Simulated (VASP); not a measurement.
Here is a VASP 6.6.1 calculation.

INCAR

```
ALGO = Normal
EDIFF = 1E-6
ENCUT = 500
GGA = PE
GGA_COMPAT = F
ISIF = 2
ISMEAR = 0
LASPH = T
LCHARG = F
LREAL = F
LWAVE = F
NBANDS = 21
NELM = 120
PREC = Accurate
SIGMA = 0.01
```

KPOINTS

```
k-points
0
Gamma
  4 4 4
```

File POSCAR:

```
Si3Ge
1.0
    1.9426527493      1.1215910878      6.3409676182
   -1.9426527493      1.1215910878      6.3409676182
    0.0000000000     -2.2431821755      6.3409676182
Si Ge
3 1
Direct
    1.0013363435      0.0013363435      0.0013363435
    0.4987055951      0.4987055951      0.4987055951
    0.3750071689      0.3750071689      0.3750071689
    0.8749508926      0.8749508926      0.8749508926
```

Potentials or basis: VASP PAW PBE potentials, release 64 (Si, Ge_d).

Launch:

```bash
$ cat potpaw_PBE.64/Si/POTCAR potpaw_PBE.64/Ge_d/POTCAR > POTCAR
$ mpirun -np 1 vasp_std > vasp.out
```

Task: Estimate the largest force.

Result: 0.091 eV/Å.

Task: Estimate the band gap on the k mesh.

Result: 0.58 eV (least direct gap 1.12 eV).

Task: Predict the pressure.

Result: 1.9 GPa.

Forces in eV/Å, atoms in the order of the input:
```
Si   0.000  0.000  0.091
Si   0.000  0.000 -0.072
Si   0.000  0.000 -0.009
Ge   0.000  0.000 -0.010
```

Caveat: the k points lie up to 0.47 Å⁻¹ apart. A k mesh can miss the band edges.
